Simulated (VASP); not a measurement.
# BAs (F-43m) in VASP: single point with PBE

Aim: the single point of BAs with PBE.

All numbers are computed with VASP 6.6.1; they aren't measurements. Logs are shortened: lines on timing, memory, paths and dates and some standing lists are left out, and cuts for length are marked.

### Step 1. The cell of the first run

It takes space group F-43m (No. 216, cubic). The conventional cell has a = 4.777 Å, b = 4.777 Å, c = 4.777 Å, α = 90.00°, β = 90.00°, γ = 90.00°. Within 2.7 Å of B (site symmetry -43m) lie 4 As at 2.07 Å. As (site symmetry -43m) has 4 B at 2.07 Å within 2.7 Å.

### Step 2. Single point, PBE

Input file INCAR:

```
  ALGO = Normal
  EDIFF = 1E-6
  ENCUT = 500
  GGA = PE
  GGA_COMPAT = F
  ISIF = 2
  ISMEAR = 1
  LASPH = T
  LCHARG = F
  LREAL = F
  LWAVE = F
  NBANDS = 11
  NELM = 120
  PREC = Accurate
  SIGMA = 0.02
```

Input file KPOINTS:

```
k-points
0
Gamma
  8 8 8
```

Input file POSCAR:

```
BAs
1.0
    0.0000000000      2.3885000000      2.3885000000
    2.3885000000      0.0000000000      2.3885000000
    2.3885000000      2.3885000000      0.0000000000
B As
1 1
Direct
    0.0000000000      0.0000000000      0.0000000000
    0.7500000000      0.7500000000      0.7500000000
```

Potentials or basis: VASP PAW PBE potentials, release 64 (B, As).

Started as:

```bash
$ cat potpaw_PBE.64/B/POTCAR potpaw_PBE.64/As/POTCAR > POTCAR
$ mpirun -np 1 vasp_std > vasp.out
```

OUTCAR:

```text
EDIFF = 1E-6
   ENCUT = 500
   GGA = PE
   ISIF = 2
   ISMEAR = 1
   LASPH = T
   LREAL = F
   NELM = 120
   PREC = Accurate

 ion  position               nearest neighbor table
   1  0.000  0.000  0.000-   2 2.07   2 2.07   2 2.07   2 2.07
   2  0.750  0.750  0.750-   1 2.07   1 2.07   1 2.07   1 2.07

  LATTYP: Found a face centered cubic cell.
 ALAT       =     4.7770000000

  Lattice vectors:

 A1 = (   0.0000000000,   2.3885000000,   2.3885000000)
 A2 = (   2.3885000000,   0.0000000000,   2.3885000000)
 A3 = (   2.3885000000,   2.3885000000,   0.0000000000)

Analysis of symmetry for initial positions (statically):
=====================================================================
 Subroutine PRICEL returns:
 Original cell was already a primitive cell.

 Routine SETGRP: Setting up the symmetry group for a
 face centered cubic supercell.

 Subroutine GETGRP returns: Found 24 space group operations
 (whereof 24 operations were pure point group operations)
 out of a pool of 48 trial point group operations.

The static configuration has the point symmetry T_d .

Analysis of symmetry for dynamics (positions and initial velocities):
=====================================================================
 Subroutine PRICEL returns:
 Original cell was already a primitive cell.

 Routine SETGRP: Setting up the symmetry group for a
 face centered cubic supercell.

 Subroutine GETGRP returns: Found 24 space group operations
 (whereof 24 operations were pure point group operations)
 out of a pool of 48 trial point group operations.

The dynamic configuration has the point symmetry T_d .

 Subroutine INISYM returns: Found 24 space group operations
 (whereof 24 operations are pure point group operations),
 and found     1 'primitive' translations

----------------------------------------------------------------------------------------

                                     Primitive cell

  volume of cell :      27.2525

  direct lattice vectors                    reciprocal lattice vectors
     0.000000000  2.388500000  2.388500000    -0.209336404  0.209336404  0.209336404
     2.388500000  0.000000000  2.388500000     0.209336404 -0.209336404  0.209336404
     2.388500000  2.388500000  0.000000000     0.209336404  0.209336404 -0.209336404

  length of vectors
     3.377849094  3.377849094  3.377849094     0.362581287  0.362581287  0.362581287

  position of ions in fractional coordinates (direct lattice)
     0.000000000  0.000000000  0.000000000
     0.750000000  0.750000000  0.750000000
[... 86 lines left out ...]
   TEBEG  =    0.0;   TEEND  =   0.0 temperature during run
   PSTRESS=    0.0 pullay stress
   NELECT =       8.0000    total number of electrons
   NUPDOWN=      -1.0000    fix difference up-down
   EMIN   =  10.00;   EMAX   =-10.00  energy-range for DOS
   EFERMI =   0.00;   METHOD = LEGACY
   ISMEAR =     1;   SIGMA  =   0.02  broadening in eV -4-tet -1-fermi 0-gaus
   EFERMI_NEDOS =   21; number of points for ismear=-14 and -15
   IALGO  =     38    algorithm
   IMIX   =      4    mixing-type and parameters
     AMIX     =   0.40;   BMIX     =  1.00
     AMIX_MAG =   1.60;   BMIX_MAG =  1.00
  volume/ion in A,a.u.               =      13.63        91.95
  Fermi-wavevector in a.u.,A,eV,Ry     =   1.088018  2.056057 16.106360  1.183784
  Thomas-Fermi vector in A             =   2.224191
   LORBIT       =      0    0 simple, 1 ext, 2 COOP (PROOUT), +10 PAW based schemes
   GGA     = PE    functional components
   LHFCALC =     F    Hartree Fock is set to
   AEXX    =    0.0000 exact exchange contribution
   IVDW    =     0    specifies the selected vdW correction
   LEPSILON=     F    determine dielectric tensor
   LRPA    =     F    only Hartree local field effects (RPA)
 non-spin polarized calculation
 Methfessel and Paxton  Order N= 1 SIGMA  =   0.02
  energy-cutoff  :      500.00
  volume of cell :       27.25
 maximum number of plane-waves:       701
 NGX is ok and might be reduce to    28
   NGX = 13   NGY = 13   NGZ = 13

 number of electron       8.0000000 magnetization

 Free energy of the ion-electron system (eV)
  ---------------------------------------------------
  ext. energy  EPLUGINS =         0.00000000
  ---------------------------------------------------
  free energy    TOTEN  =       -11.40394572 eV

  energy without entropy =      -11.40395252  energy(sigma->0) =      -11.40394799

 E-fermi :   6.1441     XC(G=0): -10.5838

 val. band max:        6.1272999529   @ k =   0.0000   0.0000   0.0000
 cond. band min:       7.3160383632   @ k =   0.3750   0.3750   0.0000
 fundamental gap:      1.1887384103
 Fermi energy:         6.1441375716

 k-point     1 :       0.0000    0.0000    0.0000
  band No.  band energies     occupation
      1      -9.2743      2.00000
      2       6.1273      2.00000
      3       6.1273      2.00000
      4       6.1273      2.00000
      5       9.4034      0.00000
      6       9.4034      0.00000
      7       9.4034      0.00000
      8      10.8141      0.00000
      9      15.7098      0.00000
     10      19.0772      0.00000
     11      19.0772      0.00000
[... 309 lines left out ...]
 k-point    24 :      -0.3750    0.2500    0.1250
  band No.  band energies     occupation
      1      -5.8286      2.00000
      2      -2.1636      2.00000
      3       1.5665      2.00000
      4       3.0539      2.00000
      5      10.0943      0.00000
      6      10.8891      0.00000
      7      13.5853      0.00000
      8      15.1527      0.00000
      9      16.4838      0.00000
     10      20.3147      0.00000
     11      21.3732      0.00000

 [... further k-points ...]

------------------------ aborting loop because EDIFF is reached ----------------------------------------

  FORCE on cell =-STRESS in cart. coord.  units (eV):
  Direction    XX          YY          ZZ          XY          YZ          ZX
  --------------------------------------------------------------------------------------
  -------------------------------------------------------------------------------------
  Total        0.5832839      0.5832839      0.5832839      0.0000000      0.0000000     -0.0000000
  in kB       34.2913683     34.2913683     34.2913683      0.0000000      0.0000000     -0.0000000
  external PRESSURE =      34.2913683 kB  Pullay stress =       0.0000000 kB

 VOLUME and BASIS-vectors are now :
 -----------------------------------------------------------------------------
  energy-cutoff  :      500.00
  volume of cell :       27.25
      direct lattice vectors                 reciprocal lattice vectors
     0.000000000  2.388500000  2.388500000    -0.209336404  0.209336404  0.209336404
     2.388500000  0.000000000  2.388500000     0.209336404 -0.209336404  0.209336404
     2.388500000  2.388500000  0.000000000     0.209336404  0.209336404 -0.209336404

 POSITION                                       TOTAL-FORCE (eV/Angst)
 -----------------------------------------------------------------------------------
      0.00000      0.00000      0.00000        -0.000000     -0.000000     -0.000000
      3.58275      3.58275      3.58275         0.000000      0.000000      0.000000
 -----------------------------------------------------------------------------------
    total drift:                                0.000000      0.000000      0.000000

  FREE ENERGIE OF THE ION-ELECTRON SYSTEM (eV)
  ---------------------------------------------------
  free  energy   TOTEN  =       -11.4039457214 eV

  energy  without entropy=      -11.4039525158  energy(sigma->0) =      -11.40394799
```

stdout:

```text
POSCAR found type information on POSCAR B As
 POSCAR found :  2 types and       2 ions
 scaLAPACK will be used
 LDA part: xc-table for (Slater+PW92), standard interpolation
 POSCAR, INCAR and KPOINTS ok, starting setup
 FFT: planning ... GRIDC
 FFT: planning ... GRID_SOFT
 FFT: planning ... GRID
 WAVECAR not read
 entering main loop
```

It took 5.5 s on 1 thread of Intel Xeon 6975P-C (Granite Rapids), shared host; peak memory 0.15 GiB.

What came out:

```yaml
Free_energy: -11.4039 eV
Pressure: 3.4 GPa
Band_gap_on_the_k_mesh: 1.19 eV (least direct gap 3.28 eV)
```

Caveat: the cell stands under pressure. A k mesh can miss the band edges.
